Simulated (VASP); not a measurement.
Input of a VASP 6.6.1 run:

File INCAR:

```
SYSTEM = MoIr4
ALGO     = Normal         ! electronic algorithm
EDIFF    = 1E-6           ! SCF threshold, eV
ENCUT    = 560            ! plane-wave cutoff, eV
GGA      = PE             ! functional
GGA_COMPAT= .False.      
ISIF     = 2              ! what is computed and relaxed
ISMEAR   = 0              ! smearing method
LASPH    = .True.         ! aspherical terms in the spheres
LCHARG   = .True.         ! write CHGCAR
LELF     = .True.         ! ELF
LREAL    = .False.        ! projectors in reciprocal space
LVHAR    = .True.       
LWAVE    = .False.        ! write WAVECAR
NBANDS   = 49             ! bands
NELM     = 120            ! most SCF steps
PREC     = Accurate       ! precision mode
SIGMA    = 0.1            ! smearing width, eV
```

Contents of KPOINTS:

```
k-points
0
Gamma
  6 6 4
  0 0 0
```

File POSCAR:

```
MoIr4
1.0
    4.7958919300      0.0000000000      0.0000000000
   -2.3979459600      4.1533642400      0.0000000000
    0.0000000000      0.0000000000      4.1373678600
Mo Ir
1 4
Direct
    0.0000000000      0.0000000000      0.0000000000
    0.3333333300      0.6666666700      0.0000000000
    0.6666666700      0.3333333300      0.0000000000
    0.3333333300      0.6666666700      0.5000000000
    0.6666666700      0.3333333300      0.5000000000
```

Potentials or basis: VASP PAW PBE potentials, release 64 (Mo_sv, Ir_sv_GW).

Run with:

```bash
$ cat potpaw_PBE.64/Mo_sv/POTCAR potpaw_PBE.64/Ir_sv_GW/POTCAR > POTCAR
$ mpirun -np 1 vasp_std > vasp.out
```

Q: Estimate the band gap on the k mesh.

A: Zero (bands 41 and 42 overlap by 3.17 eV).

Q: Estimate the pressure.

A: 63.0 GPa.

Stress tensor (GPa, compression positive):
```
 -4.41   0.00   0.00
  0.00  -4.41   0.00
  0.00   0.00 197.84
```

Caveat: the k points lie up to 0.38 Å⁻¹ apart, too coarse for converged energies and pressures of a metal; spin-orbit coupling is left out, which moves the levels of the heavy elements.
